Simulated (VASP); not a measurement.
A run of VASP 6.6.1 is set up as follows.

The input INCAR:

```
SYSTEM = MgC2
ALGO     = Normal         ! electronic algorithm
EDIFF    = 1E-6           ! SCF threshold, eV
ENCUT    = 600            ! plane-wave cutoff, eV
GGA      = PE             ! functional
GGA_COMPAT= .False.      
ISIF     = 2              ! what is computed and relaxed
ISMEAR   = -1             ! smearing method
LASPH    = .True.         ! aspherical terms in the spheres
LCHARG   = .False.        ! write CHGCAR
LREAL    = .False.        ! projectors in reciprocal space
LWAVE    = .False.        ! write WAVECAR
NBANDS   = 19             ! bands
NELM     = 120            ! most SCF steps
PREC     = Accurate       ! precision mode
SIGMA    = 0.05           ! smearing width, eV
```

Contents of KPOINTS:

```
k-points
0
Gamma
  7 7 6
  0 0 0
```

Contents of POSCAR:

```
MgC2
1.0
    3.9507770000      0.0000000000      0.0000000000
    0.0000000000      3.9507770000      0.0000000000
    0.0000000000      0.0000000000      4.9870890000
Mg C
2 4
Direct
    0.5000000000      0.5000000000      0.0000000000
    0.0000000000      0.0000000000      0.5000000000
    0.8876550000      0.8876550000      0.0000000000
    0.1123450000      0.1123450000      0.0000000000
    0.3876550000      0.6123450000      0.5000000000
    0.6123450000      0.3876550000      0.5000000000
```

Potentials or basis: VASP PAW PBE potentials, release 64 (Mg, C).

Launch:

```console
$ cat potpaw_PBE.64/Mg/POTCAR potpaw_PBE.64/C/POTCAR > POTCAR
$ mpirun -np 1 vasp_std > vasp.out
```

(1) Estimate the band gap on the k mesh.

(2) Estimate the pressure.

(3) Estimate the largest force.

## Answers

(1) 2.59 eV (least direct gap 2.96 eV).

(2) -0.5 GPa.

(3) 0.011 eV/Å.

Caveat: an odd mesh through Γ misses points on the zone boundary, where band edges can lie.
